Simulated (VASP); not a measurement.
NbP: single point with PBE

Crystal: NbP.

```
Nb P
1.0
    -1.66918    1.66918    5.73202
     1.66918   -1.66918    5.73202
     1.66918    1.66918   -5.73202
Nb P
2 2
Cartesian
  0.0000 0.0000 8.5960
  1.6692 0.0000 5.7300
  0.0000 0.0000 3.8153
  1.6692 0.0000 0.9493
```

* Program: VASP 6.6.1
* Task: single point
* Functional: PBE
* Potentials or basis: VASP PAW PBE potentials, release 64 (Nb_sv, P)
* Cutoff: 520 eV
* k mesh: 8 × 8 × 8
* Occupations: fermi-dirac, width 0.02 eV
* Spin: no spin polarisation

| Property | Result |
| --- | --- |
| Pressure | 0.2 GPa |
| Largest force | 0.025 eV/Å |
| Band gap on the k mesh | zero (band 18 reaches 10.67 eV, above the bottom of band 19 at 10.63 eV) |

Forces in eV/Å, atoms in the order of the input:
```
Nb   0.000  0.000  0.025
Nb   0.000  0.000  0.025
P    0.000  0.000 -0.025
P    0.000  0.000 -0.025
```

Stress tensor (GPa, compression positive):
```
 0.34  0.00  0.00
 0.00  0.34  0.00
 0.00  0.00 -0.10
```

Levels at points of the mesh, in eV from the Fermi level:
```
           k point  band 14  band 15  band 16  band 17  band 18  band 19  band 20  band 21  band 22  band 23
(0.00, 0.00, 0.00)    -2.23    -2.15    -1.73    -1.35    -1.35     0.86     1.62     2.67     3.18     3.18
(0.50, 0.00, 0.00)    -3.21    -2.31    -1.88    -1.53    -0.13     0.08     1.32     2.46     2.68     3.31
(0.50, 0.50, 0.00)    -4.64    -2.86    -2.86    -0.42    -0.42     3.01     3.01     3.09     3.09     4.06
(0.50, 0.50, 0.50)    -2.70    -2.68    -2.68    -0.50    -0.50     1.21     1.21     2.32     2.32     3.60
```

Wall time 9.7 min on 1 thread of AMD EPYC 7R13 (shared host), peak memory 0.33 GiB.
